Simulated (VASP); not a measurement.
Write the native input for VASP 6.6.1 that does the following.

| Quantity | Value |
| --- | --- |
| Task | single point |
| Functional | PBE |
| Potentials or basis | VASP PAW PBE potentials, release 64 (Hf_pv, Sn_d, Te) |
| Cutoff | 520 eV |
| k mesh | 3 × 3 × 4 |
| Occupations | gaussian, width 0.1 eV |
| Spin | no spin polarisation |
| Dipole correction | no |
| Further INCAR settings | ALGO = Normal; EDIFF = 1e-07; NBANDS = 45 |

The structure of Hf2SnTe6 lies in POSCAR:

```
Hf2SnTe6
1.0
    7.0673309000      0.0000000000      0.0000000000
   -3.5336655000      6.1204881000      0.0000000000
    0.0000000000      0.0000000000      6.9377211000
Hf Sn Te
2 1 6
Direct
    0.6666667000      0.3333333000      0.0000000000
    0.3333333000      0.6666667000      0.0000000000
    0.0000000000      0.0000000000      0.0000000000
    0.6474340000      0.6474340000      0.2555660000
    0.3525660000      0.0000000000      0.2555660000
    0.0000000000      0.3525660000      0.2555660000
    0.0000000000      0.6474340000      0.7444340000
    0.6474340000      0.0000000000      0.7444340000
    0.3525660000      0.3525660000      0.7444340000
```

One way to write it, as run:

INCAR

```
PREC = Accurate ; ENCUT = 520
EDIFF = 1E-7 ; ISMEAR = 0
SIGMA = 0.1 ; LREAL = F
LASPH = T ; NELM = 60
ALGO = Normal ; ISIF = 2
LWAVE = F ; LCHARG = T
GGA = PE ; LELF = T
LVHAR = T ; NBANDS = 45
```

KPOINTS

```
Automatic mesh
0
Gamma
  3 3 4
```

Potentials or basis: VASP PAW PBE potentials, release 64 (Hf_pv, Sn_d, Te).

The run is started by

```sh
$ cat potpaw_PBE.64/Hf_pv/POTCAR potpaw_PBE.64/Sn_d/POTCAR potpaw_PBE.64/Te/POTCAR > POTCAR
$ mpirun -np 1 vasp_std > vasp.out
```

Results of the run:

```yaml
Pressure: -0.2 GPa
Largest_force: 0.082 eV/Å
Band_gap_on_the_k_mesh: zero (bands 35 and 36 overlap by 0.86 eV)
```

Caveat: spin-orbit coupling is left out, which moves the levels of the heavy elements; this functional lacks dispersion, which binds the layers, so the pressure and a relaxed spacing across them are unreliable.

Wall time 3.9 min on 1 thread of Intel(R) Xeon(R) Platinum 8259CL CPU @ 2.50GHz (Skylake/Cascade Lake), on a shared host, peak memory 0.47 GiB.
